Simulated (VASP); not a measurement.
# P (P2/m) in VASP: further runs, part 2 of 2

VASP 6.6.1. The steps go on from the part before.

### 3 Single point, PBE

The input, INCAR:

```
SYSTEM = P
PREC = Accurate
ENCUT = 520
EDIFF = 1E-6
ISMEAR = -1
SIGMA = 0.1
LREAL = .False.
LASPH = .True.
NELM = 100
ALGO = Fast
ISIF = 2
LWAVE = .False.
LCHARG = .False.
GGA = PE
NBANDS = 12
```

The input, KPOINTS:

```
Automatic mesh
0
Gamma
  18 18 10
  0 0 0
```

The input, POSCAR:

```
P
1.0
    2.4246941115      0.0000000000      0.0000000000
    0.0000000000      2.4385351442      0.0000000000
   -0.0203144631      0.0000000000      4.8524328982
P
2
Direct
    0.9999999700      0.0000000000      0.2505746400
    0.0000000300      0.0000000000      0.7494253600
```

Potentials or basis: VASP PAW PBE potentials, release 64 (P).

Started as:

```
> cat potpaw_PBE.64/P/POTCAR > POTCAR
> mpirun -np 1 vasp_std > vasp.out
```

It took 1.7 min on 1 thread of Oxide Virtual Turin-like, shared host; peak memory 0.29 GiB.

The run converged. Its results:

```
Free energy            : -10.5459 eV
Pressure               : 2.3 GPa
Largest force          : 0.007 eV/Å
Band gap on the k mesh : zero (bands 5 and 6 overlap by 10.12 eV)
```

Forces in eV/Å, atoms in the order of the input:
```
P    0.000  0.000 -0.007
P    0.000  0.000  0.007
```

Stress tensor (GPa, compression positive):
```
3.52 0.00 0.27
0.00 2.64 0.00
0.27 0.00 0.61
```

Levels at points of the mesh, in eV from the Fermi level:
```
           k point  band 3  band 4  band 5  band 6  band 7  band 8
(0.00, 0.00, 0.00)   -8.79    4.96    5.17    5.21    6.76    6.83
(0.50, 0.00, 0.00)   -7.38   -5.35   -5.28    0.92    7.88    8.08
(0.00, 0.50, 0.00)   -7.51   -5.40   -5.29    0.91    8.00    8.04
(0.50, 0.50, 0.00)   -5.28   -2.27   -2.19   -2.11   -1.48    0.92
(0.00, 0.00, 0.50)   -3.11   -3.07    6.04    6.08    6.28    6.32
(0.50, 0.00, 0.50)   -7.53   -7.50    0.52    0.58    6.04    6.07
(0.00, 0.50, 0.50)   -7.52   -7.49    0.43    0.49    6.04    6.07
(0.50, 0.50, 0.50)   -4.22   -4.19   -4.11   -4.08    2.26    2.29
```

### 4 Single point, PBE

The input, INCAR:

```
  PREC = Accurate
  ENCUT = 520
  EDIFF = 1E-7
  ISMEAR = -1
  SIGMA = 0.2
  LREAL = False
  LASPH = True
  NELM = 100
  ALGO = Fast
  ISIF = 2
  LWAVE = False
  LCHARG = True
  GGA = PE
  LELF = True
  LVHAR = True
  NBANDS = 12
```

The input, KPOINTS:

```
Automatic mesh
0
Gamma
  18 18 10
```

POSCAR is that of step 3.

Started as:

```
> cat potpaw_PBE.64/P/POTCAR > POTCAR
> mpirun -np 1 vasp_std > vasp.out
```

Wall time 1.8 min (1 thread of Oxide Virtual Turin-like, shared host); peak memory 0.29 GiB.

It converged, with:

* Free energy: -10.5792 eV
* Pressure: 2.4 GPa
* Largest force: 0.010 eV/Å
* Band gap on the k mesh: zero (bands 5 and 6 overlap by 10.12 eV)

Forces in eV/Å, atoms in the order of the input:
```
P    0.000  0.000 -0.010
P    0.000  0.000  0.010
```

Stress tensor (GPa, compression positive):
```
3.26 0.00 0.28
0.00 2.16 0.00
0.28 0.00 1.71
```

Levels at points of the mesh, in eV from the Fermi level:
```tsv
k point	band 1	band 2	band 3	band 4	band 5	band 6	band 7	band 8	band 9	band 10
(0.00, 0.00, 0.00)	-16.67	-12.24	-8.81	4.93	5.14	5.18	6.73	6.80	7.84	8.08
(0.50, 0.00, 0.00)	-12.23	-8.81	-7.41	-5.38	-5.30	0.89	7.85	8.06	9.37	10.55
(0.00, 0.50, 0.00)	-12.34	-8.80	-7.54	-5.42	-5.32	0.88	7.97	8.01	9.34	10.70
(0.50, 0.50, 0.00)	-7.53	-5.42	-5.31	-2.29	-2.22	-2.14	-1.50	0.89	4.57	4.61
(0.00, 0.00, 0.50)	-15.26	-15.22	-3.14	-3.09	6.01	6.05	6.25	6.29	7.82	7.84
(0.50, 0.00, 0.50)	-10.81	-10.76	-7.56	-7.53	0.50	0.55	6.01	6.04	8.86	8.89
(0.00, 0.50, 0.50)	-10.93	-10.88	-7.55	-7.52	0.40	0.46	6.01	6.04	9.01	9.05
(0.50, 0.50, 0.50)	-6.12	-6.05	-4.25	-4.21	-4.14	-4.11	2.23	2.26	4.59	4.67
```

### 5 Single point, PBE

The input, INCAR:

```
ALGO = Fast
EDIFF = 1E-6
ENCUT = 520
GGA = PE
ISIF = 2
ISMEAR = -1
LASPH = T
LCHARG = T
LELF = T
LREAL = F
LVHAR = T
LWAVE = F
NBANDS = 12
NELM = 60
PREC = Accurate
SIGMA = 0.3
```

The input, KPOINTS:

```
k-points
0
Gamma
  18 18 10
```

POSCAR is that of step 4.

Potentials or basis: VASP PAW PBE potentials, release 64 (P).

Started as:

```
> cat potpaw_PBE.64/P/POTCAR > POTCAR
> mpirun -np 1 vasp_std > vasp.out
```

OUTCAR:

```text
EDIFF = 1E-6
   ENCUT = 520
   GGA = PE
   ISIF = 2
   ISMEAR = -1
   LASPH = T
   LREAL = F
   NELM = 60
   PREC = Accurate

 ion  position               nearest neighbor table
   1  1.000  0.000  0.251-   2 2.42   2 2.43
   2  0.000  0.000  0.749-   1 2.42   1 2.43

  LATTYP: Found a simple monoclinic cell.
 ALAT       =     2.4246941115
 B/A-ratio  =     1.0057083624
 C/A-ratio  =     2.0012732318
[... 548 lines left out ...]
     11      21.4371      0.00000
     12      22.6574      0.00000

 [... further k-points ...]

------------------------ aborting loop because EDIFF is reached ----------------------------------------

  FORCE on cell =-STRESS in cart. coord.  units (eV):
  Direction    XX          YY          ZZ          XY          YZ          ZX
  --------------------------------------------------------------------------------------
  -------------------------------------------------------------------------------------
  Total        0.5938253      0.3773131      0.4661857      0.0000000      0.0000000      0.0498723
  in kB       33.1607061     21.0701181     26.0329884      0.0000000      0.0000000      2.7849926
  external PRESSURE =      26.7546042 kB  Pullay stress =       0.0000000 kB

 VOLUME and BASIS-vectors are now :
 -----------------------------------------------------------------------------
  energy-cutoff  :      520.00
  volume of cell :       28.69
      direct lattice vectors                 reciprocal lattice vectors
     2.424694112  0.000000000  0.000000000     0.412423157  0.000000000  0.001726589
     0.000000000  2.438535144  0.000000000     0.000000000  0.410082259  0.000000000
    -0.020314463  0.000000000  4.852432898     0.000000000  0.000000000  0.206082190

 POSITION                                       TOTAL-FORCE (eV/Angst)
 -----------------------------------------------------------------------------------
      2.41960      0.00000      1.21590        -0.000141      0.000000     -0.011541
     -0.01522      0.00000      3.63654         0.000141      0.000000      0.011541
 -----------------------------------------------------------------------------------
    total drift:                                0.000000     -0.000000     -0.000000

  FREE ENERGIE OF THE ION-ELECTRON SYSTEM (eV)
  ---------------------------------------------------
  free  energy   TOTEN  =       -10.6332768573 eV

  energy  without entropy=      -10.4383034706  energy(sigma->0) =      -10.53579016
```

OSZICAR:

```text
N       E                     dE             d eps       ncg     rms          rms(c)
DAV:   1     0.173104863005E+02    0.17310E+02   -0.44981E+03 22088   0.725E+02
DAV:   2    -0.966959165839E+01   -0.26980E+02   -0.25508E+02 29680   0.111E+02
DAV:   3    -0.106234508893E+02   -0.95386E+00   -0.94511E+00 28460   0.190E+01
DAV:   4    -0.106287499622E+02   -0.52991E-02   -0.52918E-02 26184   0.172E+00
DAV:   5    -0.106287854762E+02   -0.35514E-04   -0.35512E-04 28300   0.133E-01    0.675E+00
RMM:   6    -0.106309000416E+02   -0.21146E-02   -0.96588E-04 22265   0.283E-01    0.402E+00
RMM:   7    -0.106330467279E+02   -0.21467E-02   -0.28816E-03 23221   0.490E-01    0.110E-01
RMM:   8    -0.106332515475E+02   -0.20482E-03   -0.24110E-04 24676   0.139E-01    0.420E-02
RMM:   9    -0.106332761507E+02   -0.24603E-04   -0.27307E-05 25615   0.448E-02    0.126E-02
RMM:  10    -0.106332768573E+02   -0.70654E-06   -0.38876E-06 24883   0.170E-02
   1 F= -.10633277E+02 E0= -.10535790E+02  d E =-.194973E+00
```

It took 87 s on 1 thread of Oxide Virtual Turin-like, shared host; peak memory 0.29 GiB.

What came out:

```
Free energy            : -10.6333 eV
Pressure               : 2.7 GPa
Largest force          : 0.012 eV/Å
Band gap on the k mesh : zero (bands 5 and 6 overlap by 10.12 eV)
```

Forces in eV/Å, atoms in the order of the input:
```
P    0.000  0.000 -0.012
P    0.000  0.000  0.012
```

Caveat: so wide a smearing shifts energies and pressures.

### 6 Overview

```csv
smearing,further INCAR settings,gap on the mesh (eV),pressure (GPa),largest force (eV/Å)
fermi-dirac 0.05 eV,ALGO = Fast; EDIFF = 1e-07; NBANDS = 12,none,2.3,-
fermi-dirac 0.1 eV,ALGO = Fast; EDIFF = 1e-06; NBANDS = 12,none,2.3,0.01
fermi-dirac 0.2 eV,ALGO = Fast; EDIFF = 1e-07; NBANDS = 12,none,2.4,0.01
fermi-dirac 0.3 eV,ALGO = Fast; EDIFF = 1e-06; NBANDS = 12,none,2.7,0.01
```

Alike in all rows: task single point; level PBE; potentials or basis VASP PAW PBE potentials, release 64 (P); no spin polarisation; cell as given; k mesh 18 × 18 × 10; cutoff (eV) 520.

Caveats: so wide a smearing shifts energies and pressures (at least some runs).

Absolute energies hang on the potentials; compare differences alone.
